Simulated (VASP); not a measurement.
**Zn2Co: single point with r2SCAN**

Crystal: Zn2Co.

```
Zn Co
1.0
     0.00000    2.78360    2.78360
     2.78360    0.00000    2.78360
     2.78360    2.78360    0.00000
Zn Co
2 1
Cartesian
  1.3918 1.3918 1.3918
  4.1754 4.1754 4.1754
  0.0000 0.0000 0.0000
```

```
Program                : VASP 6.6.1
Task                   : single point
Functional             : r2SCAN
Potentials or basis    : VASP PAW PBE potentials, release 64 (Zn, Co)
Cutoff                 : 520 eV
k mesh                 : 6 × 6 × 6
Occupations            : gaussian, width 0.1 eV
Spin                   : no spin polarisation
Dipole correction      : no
Further INCAR settings : ALGO = Normal; EDIFF = 1e-07; NBANDS = 24
```

```yaml
Pressure: 0.7 GPa
Band_gap_on_the_k_mesh: zero (an odd number of electrons rules out a gap without spin polarisation)
```

Levels at points of the mesh, in eV from the Fermi level:
| k point | band 13 | band 14 | band 15 | band 16 | band 17 | band 18 | band 19 | band 20 |
| --- | --- | --- | --- | --- | --- | --- | --- | --- |
| (0.00, 0.00, 0.00) | -1.66 | -1.66 | -0.47 | -0.47 | 6.82 | 6.82 | 6.82 | 7.31 |
| (0.50, 0.00, 0.00) | -1.24 | -1.24 | -0.43 | -0.43 | -0.31 | 4.39 | 4.39 | 7.28 |
| (0.50, 0.50, 0.00) | -2.34 | -0.53 | -0.50 | -0.50 | 0.07 | 0.28 | 0.28 | 4.34 |

Run time: 81 s on 1 thread of Intel(R) Xeon(R) Platinum 8488C (Sapphire Rapids), with other jobs on the host, peak memory 0.17 GiB.

Caveat: the PAW data sets were made with another functional, which shifts forces and pressure a little; the run has no spin polarisation, though such a crystal can be magnetic. Spin polarisation is off, so any magnetic state and its effect on volume and gap are missing.
